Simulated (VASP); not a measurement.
BN:

```
B N
1.0
     2.51851    0.00000    0.00000
    -1.25926    2.18109    0.00000
     0.00000    0.00000    4.21247
B N
2 2
Direct
  0.33333 0.66667 0.00029
  0.66667 0.33333 0.50029
  0.33333 0.66667 0.37471
  0.66667 0.33333 0.87471
```

This cell differs from its parent crystal: epitaxial xy strain -1.0%.

Base run:

- Program: VASP 6.6.1
- Functional: r2SCAN
- Potentials or basis: VASP PAW PBE potentials, release 64 (B, N)
- Cutoff: 520 eV
- k mesh: 12 × 12 × 6
- Occupations: gaussian, width 0.01 eV
- Spin: no spin polarisation

Its results: band gap on the k mesh 5.64 eV, indirect (least direct gap 9.05 eV); pressure 8.9 GPa; largest force 0.006 eV/Å.

Task: The run is repeated on the same cell with these changes: functional from r2SCAN to PBE; occupations from gaussian, width 0.01 eV to fermi-dirac, width 0.02 eV. What comes out?

Result: Band gap on the k mesh 5.11 eV, indirect (least direct gap 8.36 eV); pressure 12.7 GPa; largest force 0.028 eV/Å.

Caveats: the PAW data sets were made with another functional, which shifts forces and pressure a little (some runs).

A k mesh can miss the band edges.
